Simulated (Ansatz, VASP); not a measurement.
## Ge: VASP beside Ansatz

```
Ge
1.0
     0.00000    2.97021    2.82877
     2.97021    0.00000    2.82877
     2.97021    2.97021    0.00000
Ge
2
Direct
  0.50000 0.50000 0.50000
  0.75000 0.75000 0.75000
```

Alike in both runs: task single point; functional PBEsol; k mesh 14 × 14 × 14; occupations gaussian, width 0.15 eV; no spin polarisation.

|  | VASP | Ansatz |
| --- | --- | --- |
| version | VASP 6.6.1 | Ansatz 0.2.0 |
| potentials or method | VASP PAW PBE potentials, release 64 (Ge_d), cutoff 520 eV | scalar-relativistic, plane waves, PAW |
| valence electrons in the cell | 28 | 28 |

|  | VASP | Ansatz | Ansatz less VASP |
| --- | --- | --- | --- |
| gap on the k mesh at the Fermi level (eV) | none | none | - |
| pressure (GPa) | -4.8 | -4.8 | +0.06 |
| traceless stress, the component that is largest in VASP (GPa) | 1.91 | 1.90 | -0.005 |

VASP's potentials were made for PBE, not for PBEsol. A gap of «none» marks a metal or a gap that the smearing closes. With one functional, cell and mesh, what is left measures potentials, basis and numerics.
